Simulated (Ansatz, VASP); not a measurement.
**One calculation of Rh, two programs**

POSCAR

```
Rh
1.0
    2.7012216844      0.0000000000      0.0000000000
   -1.3506108422      2.3393266000      0.0000000000
    0.0000000000      0.0000000000      4.3580193197
Rh
2
Direct
    0.3333333333      0.6666666667      0.2500000000
    0.6666666667      0.3333333333      0.7500000000
```

File INCAR.step1:

```
SYSTEM = Rh
  ALGO = Normal
  EDIFF = 1E-4
  ENCUT = 520
  GGA = PE
  ISMEAR = -1
  ISPIN = 2
  LASPH = .True.
  LCHARG = .False.
  LMAXMIX = 4
  LREAL = .False.
  LWAVE = .True.
  MAGMOM = 1 1
  NBANDS = 26
  NELM = 150
  PREC = Accurate
  SIGMA = 0.05
```

INCAR.step2

```
SYSTEM = Rh
  ALGO = Normal
  EDIFF = 1E-6
  ENCUT = 520
  ISIF = 2
  ISMEAR = -1
  ISPIN = 2
  ISTART = 1
  LASPH = .True.
  LCHARG = .False.
  LMAXMIX = 4
  LMIXTAU = .True.
  LORBIT = 11
  LREAL = .False.
  LWAVE = .False.
  MAGMOM = 1 1
  METAGGA = R2SCAN
  NBANDS = 26
  NELM = 150
  PREC = Accurate
  SIGMA = 0.05
```

Contents of KPOINTS:

```
k-points
0
Gamma
  22 22 12
  0 0 0
```

Input for Ansatz:

```yaml
crystal:
  lattice:
    - [2.7012216336, 0.0, 0.0]
    - [-1.3506108168, 2.339326556, 0.0]
    - [0.0, 0.0, 4.3580196639]
  atoms:
    - { symbol: Rh, position: [0.3333333333, 0.6666666667, 0.25], spin: 1.0 }
    - { symbol: Rh, position: [0.6666666667, 0.3333333333, 0.75], spin: 1.0 }
hamiltonian:
  xc: r2scan
  pseudopotentials:
    kind: paw
    azcp:
      Rh: "pseudopotentials/Rh.paw.azcp"
basis:
  ecutwfc: 500
  fft_grid_basis: typed
kpoints:
  mp_grid: { grid: [22, 22, 12], shift: [0, 0, 0] }
magnetization:
  spin_polarized: true
scf:
  occupations: { method: fermi_dirac, width: 0.05 }
```

Alike in both runs: task single point; functional r2SCAN; k mesh 22 × 22 × 12; occupations fermi-dirac, width 0.05 eV; collinear spin.

|  | VASP | Ansatz |
| --- | --- | --- |
| version | VASP 6.6.1 | Ansatz 0.2.0 |
| potentials or method | VASP PAW PBE potentials, release 64 (Rh_pv), cutoff 520 eV | plane waves (500 eV) with PAW, scalar-relativistic |
| valence electrons in the cell | 30 | 34 |

```csv
,VASP,Ansatz,Ansatz less VASP
net moment per atom (μB),0.00,0.00,0.000
```

VASP's potentials were made for PBE, not for r2SCAN. The functional is the same, so the differences come from potentials, cutoffs and numerics. VASP's potentials hold 30 valence electrons a cell and Ansatz's 34, so a difference there can come from the potentials and not from the codes. Ansatz's warnings: seeded moment not kept, stability check not made.
